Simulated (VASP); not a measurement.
# BN (Qingsongite) (I-4m2) in VASP: further runs

BN (Qingsongite) is run at these levels: r2SCAN; tasks: single point.

Everything below comes from runs of VASP 6.6.1. Logs are shortened: lines on timing, memory, paths and dates and some standing lists are left out, and cuts for length are marked.

### 1 The cell of the first run

Symmetry: I-4m2, No. 119, tetragonal system. The conventional cell has a = 2.505 Å, b = 2.505 Å, c = 3.615 Å, α = 90.00°, β = 90.00°, γ = 90.00°. Within 2.1 Å of B (site symmetry -4m2) lie 4 N at 1.54 Å. N (site symmetry -4m2) has 4 B at 1.54 Å within 2.1 Å.

### 2 Single point, r2SCAN

Input file POSCAR:

```
BN
1.0
    0.0000000000      1.7713500000      1.8075000000
    1.7713500000      0.0000000000      1.8075000000
    1.7713500000      1.7713500000      0.0000000000
B N
1 1
Direct
    0.0000000000      0.0000000000      0.0000000000
    0.2500000000      0.2500000000      0.2500000000
```

Input file INCAR.step1:

```
SYSTEM = BN
ALGO = Normal
EDIFF = 1E-4
ENCUT = 520
GGA = PE
ISMEAR = 0
LASPH = .True.
LCHARG = .False.
LREAL = .False.
LWAVE = .True.
NBANDS = 11
NELM = 100
PREC = Accurate
SIGMA = 0.05
```

Input file INCAR.step2:

```
SYSTEM = BN
ALGO = Normal
EDIFF = 1E-6
ENCUT = 520
ISIF = 2
ISMEAR = 0
ISTART = 1
LASPH = .True.
LCHARG = .True.
LELF = .True.
LMIXTAU = .True.
LREAL = .False.
LVHAR = .True.
LWAVE = .False.
METAGGA = R2SCAN
NBANDS = 11
NELM = 100
PREC = Accurate
SIGMA = 0.05
```

Input file KPOINTS:

```
k-points
0
Gamma
  10 10 10
  0 0 0
```

Potentials or basis: VASP PAW PBE potentials, release 64 (B, N).

The run is started by

```console
> cat potpaw_PBE.64/B/POTCAR potpaw_PBE.64/N/POTCAR > POTCAR
> cp INCAR.step1 INCAR
> mpirun -np 1 vasp_std > vasp.out
> cp INCAR.step2 INCAR
> mpirun -np 1 vasp_std > vasp.out
```

OUTCAR:

```text
SYSTEM = BN
   EDIFF = 1E-6
   ENCUT = 520
   ISIF = 2
   ISMEAR = 0
   ISTART = 1
   LASPH = .True.
   LREAL = .False.
   METAGGA = R2SCAN
   NELM = 100
   PREC = Accurate

 ion  position               nearest neighbor table
   1  0.000  0.000  0.000-   2 1.54   2 1.54   2 1.54   2 1.54
   2  0.250  0.250  0.250-   1 1.54   1 1.54   1 1.54   1 1.54

  LATTYP: Found a body centered tetragonal cell.
 ALAT       =     2.5050671937
 C/A-ratio  =     1.4430750636

  Lattice vectors:

 A1 = (  -1.7713500000,   0.0000000000,   1.8075000000)
 A2 = (   1.7713500000,   0.0000000000,   1.8075000000)
 A3 = (   0.0000000000,   1.7713500000,  -1.8075000000)

Analysis of symmetry for initial positions (statically):
=====================================================================
 Subroutine PRICEL returns:
 Original cell was already a primitive cell.

 Routine SETGRP: Setting up the symmetry group for a
 body centered tetragonal supercell.

 Subroutine GETGRP returns: Found  8 space group operations
 (whereof  8 operations were pure point group operations)
 out of a pool of 16 trial point group operations.

The static configuration has the point symmetry D_2d.

Analysis of symmetry for dynamics (positions and initial velocities):
=====================================================================
 Subroutine PRICEL returns:
 Original cell was already a primitive cell.

 Routine SETGRP: Setting up the symmetry group for a
 body centered tetragonal supercell.

 Subroutine GETGRP returns: Found  8 space group operations
 (whereof  8 operations were pure point group operations)
 out of a pool of 16 trial point group operations.

The dynamic configuration has the point symmetry D_2d.

 Subroutine INISYM returns: Found  8 space group operations
 (whereof  8 operations are pure point group operations),
 and found     1 'primitive' translations

----------------------------------------------------------------------------------------

                                     Primitive cell

  volume of cell :      11.3427

  direct lattice vectors                    reciprocal lattice vectors
     0.000000000  1.771350000  1.807500000    -0.282270585  0.282270585  0.276625173
     1.771350000  0.000000000  1.807500000     0.282270585 -0.282270585  0.276625173
     1.771350000  1.771350000  0.000000000     0.282270585  0.282270585 -0.276625173

  length of vectors
     2.530758201  2.530758201  2.505067194     0.485669489  0.485669489  0.485669489

  position of ions in fractional coordinates (direct lattice)
[... 88 lines left out ...]
   TEBEG  =    0.0;   TEEND  =   0.0 temperature during run
   PSTRESS=    0.0 pullay stress
   NELECT =       8.0000    total number of electrons
   NUPDOWN=      -1.0000    fix difference up-down
   EMIN   =  10.00;   EMAX   =-10.00  energy-range for DOS
   EFERMI =   0.00;   METHOD = LEGACY
   ISMEAR =     0;   SIGMA  =   0.05  broadening in eV -4-tet -1-fermi 0-gaus
   EFERMI_NEDOS =   21; number of points for ismear=-14 and -15
   IALGO  =     38    algorithm
   IMIX   =      4    mixing-type and parameters
     AMIX     =   0.40;   BMIX     =  1.00
     AMIX_MAG =   1.60;   BMIX_MAG =  1.00
  volume/ion in A,a.u.               =       5.67        38.27
  Fermi-wavevector in a.u.,A,eV,Ry     =   1.457245  2.753793 28.892815  2.123562
  Thomas-Fermi vector in A             =   2.574069
   LORBIT       =      0    0 simple, 1 ext, 2 COOP (PROOUT), +10 PAW based schemes
   METAGGA = R2SCAN    functional components
   LHFCALC =     F    Hartree Fock is set to
   AEXX    =    0.0000 exact exchange contribution
   IVDW    =     0    specifies the selected vdW correction
   LEPSILON=     F    determine dielectric tensor
   LRPA    =     F    only Hartree local field effects (RPA)
 non-spin polarized calculation
 Gauss-broadening in eV      SIGMA  =   0.05
  energy-cutoff  :      520.00
  volume of cell :       11.34
 maximum number of plane-waves:       318
   NGX =  9   NGY =  9   NGZ =  9

 number of electron       7.9999998 magnetization

 Free energy of the ion-electron system (eV)
  ---------------------------------------------------
  ext. energy  EPLUGINS =         0.00000000
  ---------------------------------------------------
  free energy    TOTEN  =       -19.14182460 eV

  energy without entropy =      -19.14182460  energy(sigma->0) =      -19.14182460

 E-fermi :   8.1892     XC(G=0): -13.8625

 val. band max:        7.8210106178   @ k =   0.0000   0.0000   0.0000
 cond. band min:      12.6510912234   @ k =   0.5000   0.0000   0.5000
 fundamental gap:      4.8300806056
 Fermi energy:         8.1892347701

 k-point     1 :       0.0000    0.0000    0.0000
  band No.  band energies     occupation
      1     -14.0191      2.00000
      2       7.6045      2.00000
      3       7.8210      2.00000
      4       7.8210      2.00000
      5      17.4288      0.00000
      6      17.4288      0.00000
      7      17.5757      0.00000
      8      19.5116      0.00000
      9      34.6909      0.00000
     10      36.3873      0.00000
     11      37.3834      0.00000
[... 309 lines left out ...]
 k-point    24 :       0.4000    0.3000    0.0000
  band No.  band energies     occupation
      1     -10.0861      2.00000
      2       0.3402      2.00000
      3       2.9450      2.00000
      4       3.5218      2.00000
      5      14.7613      0.00000
      6      19.5979      0.00000
      7      24.8325      0.00000
      8      24.9724      0.00000
      9      29.1476      0.00000
     10      37.1634      0.00000
     11      41.8370      0.00000

 [... further k-points ...]

------------------------ aborting loop because EDIFF is reached ----------------------------------------

  FORCE on cell =-STRESS in cart. coord.  units (eV):
  Direction    XX          YY          ZZ          XY          YZ          ZX
  --------------------------------------------------------------------------------------
  -------------------------------------------------------------------------------------
  Total        1.4843869      1.4843869      0.4992485      0.0000000      0.0000000      0.0000000
  in kB      209.6720939    209.6720939     70.5196785      0.0000000      0.0000000      0.0000000
  external PRESSURE =     163.2879554 kB  Pullay stress =       0.0000000 kB

 VOLUME and BASIS-vectors are now :
 -----------------------------------------------------------------------------
  energy-cutoff  :      520.00
  volume of cell :       11.34
      direct lattice vectors                 reciprocal lattice vectors
     0.000000000  1.771350000  1.807500000    -0.282270585  0.282270585  0.276625173
     1.771350000  0.000000000  1.807500000     0.282270585 -0.282270585  0.276625173
     1.771350000  1.771350000  0.000000000     0.282270585  0.282270585 -0.276625173

 POSITION                                       TOTAL-FORCE (eV/Angst)
 -----------------------------------------------------------------------------------
      0.00000      0.00000      0.00000         0.000000      0.000000     -0.000000
      0.88567      0.88567      0.90375         0.000000      0.000000      0.000000
 -----------------------------------------------------------------------------------
    total drift:                               -0.000001     -0.000001      0.000001

  FREE ENERGIE OF THE ION-ELECTRON SYSTEM (eV)
  ---------------------------------------------------
  free  energy   TOTEN  =       -19.1418245965 eV

  energy  without entropy=      -19.1418245965  energy(sigma->0) =      -19.14182460
```

It took 2 min on 1 thread of AMD EPYC 7R13, shared host; peak memory 0.1 GiB.

Results:

```yaml
Free_energy: -19.1418 eV
Pressure: 16.3 GPa
Band_gap_on_the_k_mesh: 4.83 eV, indirect (least direct gap 9.61 eV)
```

Caveat: the PAW data sets were made with another functional, which shifts forces and pressure a little.

### 3 Single point, r2SCAN

This run uses another cell than the first one, of 5.79 Å³/atom, 1.021 times its volume.

Input file POSCAR:

```
BN
1.0
    0.0000000000      1.7894250000      1.8075000000
    1.7894250000      0.0000000000      1.8075000000
    1.7894250000      1.7894250000      0.0000000000
B N
1 1
Direct
    0.0000000000      0.0000000000      0.0000000000
    0.2500000000      0.2500000000      0.2500000000
```

Input file INCAR.step1:

```
PREC = Accurate
ENCUT = 520
ISMEAR = 0
SIGMA = 0.05
LREAL = F
LASPH = T
NELM = 100
NBANDS = 11
GGA = PE
ALGO = Normal
EDIFF = 1E-4
LWAVE = T
LCHARG = F
```

Input file INCAR.step2:

```
PREC = Accurate
ENCUT = 520
EDIFF = 1E-6
ISMEAR = 0
SIGMA = 0.05
LREAL = F
LASPH = T
NELM = 100
ALGO = Normal
ISIF = 2
LWAVE = F
LCHARG = F
METAGGA = R2SCAN
LMIXTAU = T
NBANDS = 11
ISTART = 1
```

Input file KPOINTS:

```
regular mesh
0
Gamma
  10 10 10
```

Potentials or basis: VASP PAW PBE potentials, release 64 (B, N).

The run is started by

```console
> cat potpaw_PBE.64/B/POTCAR potpaw_PBE.64/N/POTCAR > POTCAR
> cp INCAR.step1 INCAR
> mpirun -np 1 vasp_std > vasp.out
> cp INCAR.step2 INCAR
> mpirun -np 1 vasp_std > vasp.out
```

Run time: 1.9 min. Hardware: 1 thread of AMD EPYC 7R13, shared host; peak memory 0.1 GiB.

Results (log left out):

| Item | Value |
| --- | --- |
| Free energy | -19.1646 eV |
| Pressure | 7.5 GPa |
| Band gap on the k mesh | 4.91 eV, indirect (least direct gap 9.57 eV) |

Stress tensor (GPa, compression positive):
```
9.75 0.00 0.00
0.00 9.75 0.00
0.00 0.00 3.06
```

Levels at points of the mesh, in eV from the valence-band top:
| k point | band 1 | band 2 | band 3 | band 4 | band 5 | band 6 | band 7 | band 8 |
| --- | --- | --- | --- | --- | --- | --- | --- | --- |
| (0.00, 0.00, 0.00) | -21.56 | -0.10 | 0.00 | 0.00 | 9.57 | 9.57 | 9.64 | 11.37 |
| (0.50, 0.00, 0.00) | -17.17 | -11.31 | -2.17 | -2.01 | 10.96 | 11.55 | 11.61 | 16.59 |
| (0.50, 0.50, 0.00) | -15.80 | -9.59 | -5.14 | -5.14 | 5.09 | 10.06 | 19.53 | 19.53 |
| (0.50, 0.00, 0.50) | -15.68 | -9.44 | -5.29 | -5.28 | 4.91 | 9.82 | 19.47 | 19.63 |

Caveat: the PAW data sets were made with another functional, which shifts forces and pressure a little.
